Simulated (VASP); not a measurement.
Here is a VASP 6.6.1 calculation.

Contents of POSCAR:

```
Al3GaSb4
1.0
   -3.0525265195      3.0525265195      6.1048267794
    3.0525265195     -3.0525265195      6.1048267794
    3.0525265195      3.0525265195     -6.1048267794
Al Sb Ga
3 4 1
Direct
    0.7500000000      0.2500000000      0.5000000000
    0.5000000000      0.5000000000      0.0000000000
    0.2500000000      0.7500000000      0.5000000000
    0.1243126567      0.6262127479      0.0000000000
    0.8756873433      0.8756873433      0.5019000912
    0.6262127479      0.1243126567      0.0000000000
    0.3737872521      0.3737872521      0.4980999088
    0.0000000000      0.0000000000      0.0000000000
```

Contents of INCAR.step1:

```
SYSTEM = Al3GaSb4
PREC = Accurate ; ENCUT = 550
ISMEAR = 0 ; SIGMA = 0.01
LREAL = .FALSE. ; LASPH = .TRUE.
NELM = 120 ; NBANDS = 31
GGA = PE ; ALGO = Normal
EDIFF = 1E-5 ; LWAVE = .TRUE.
LCHARG = .FALSE. ; GGA_COMPAT = .FALSE.
```

Contents of INCAR.step2:

```
SYSTEM = Al3GaSb4
PREC = Accurate ; ENCUT = 550
EDIFF = 1E-6 ; ISMEAR = 0
SIGMA = 0.01 ; LREAL = .FALSE.
LASPH = .TRUE. ; NELM = 120
ALGO = Normal ; ISIF = 2
LWAVE = .FALSE. ; LCHARG = .FALSE.
METAGGA = R2SCAN ; LMIXTAU = .TRUE.
NBANDS = 31 ; ISTART = 1
GGA_COMPAT = .FALSE.
```

The input KPOINTS:

```
Automatic mesh
0
G
  6 6 6
  0 0 0
```

Potentials or basis: VASP PAW PBE potentials, release 64 (Al, Sb, Ga_d).

Run with:

```console
$ cat potpaw_PBE.64/Al/POTCAR potpaw_PBE.64/Sb/POTCAR potpaw_PBE.64/Ga_d/POTCAR > POTCAR
$ cp INCAR.step1 INCAR
$ mpirun -np 1 vasp_std > vasp.out
$ cp INCAR.step2 INCAR
$ mpirun -np 1 vasp_std > vasp.out
```

Task: Predict the pressure.

Result: 2.0 GPa.

Task: What does it give for the band gap on the k mesh?

Result: 1.20 eV (least direct gap 1.39 eV).

Task: Estimate the largest force.

Result: 0.012 eV/Å.

Forces on the atoms (eV/Å):
```
Al   0.000  0.000  0.000
Al   0.000  0.000  0.000
Al   0.000  0.000  0.000
Sb   0.008 -0.008  0.006
Sb   0.008  0.008 -0.006
Sb  -0.008  0.008  0.006
Sb  -0.008 -0.008 -0.006
Ga   0.000  0.000  0.000
```

Caveat: the PAW data sets were made with another functional, which shifts forces and pressure a little; spin-orbit coupling is left out, which moves the levels of the heavy elements. A k mesh can miss the band edges.
